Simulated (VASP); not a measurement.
Input of a VASP 6.6.1 run:

Contents of INCAR:

```
SYSTEM = Ta
PREC = Accurate
ENCUT = 520
EDIFF = 1E-6
ISMEAR = -1
SIGMA = 0.1
LREAL = .False.
LASPH = .True.
NELM = 60
ALGO = Normal
ISIF = 2
LWAVE = .False.
LCHARG = .False.
GGA = PS
NBANDS = 12
```

KPOINTS

```
regular mesh
0
Gamma
  24 24 24
  0 0 0
```

POSCAR

```
Ta
1.0
   -1.6237004834      1.6237004834      1.6237004834
    1.6237004834     -1.6237004834      1.6237004834
    1.6237004834      1.6237004834     -1.6237004834
Ta
1
Direct
    0.0000000000      0.0000000000      0.0000000000
```

Potentials or basis: VASP PAW PBE potentials, release 64 (Ta_pv).

The run is started by

```bash
$ cat potpaw_PBE.64/Ta_pv/POTCAR > POTCAR
$ mpirun -np 1 vasp_std > vasp.out
```

Question: Predict the pressure.

Answer: 7.3 GPa.

Caveat: the PAW data sets were made with another functional, which shifts forces and pressure a little.
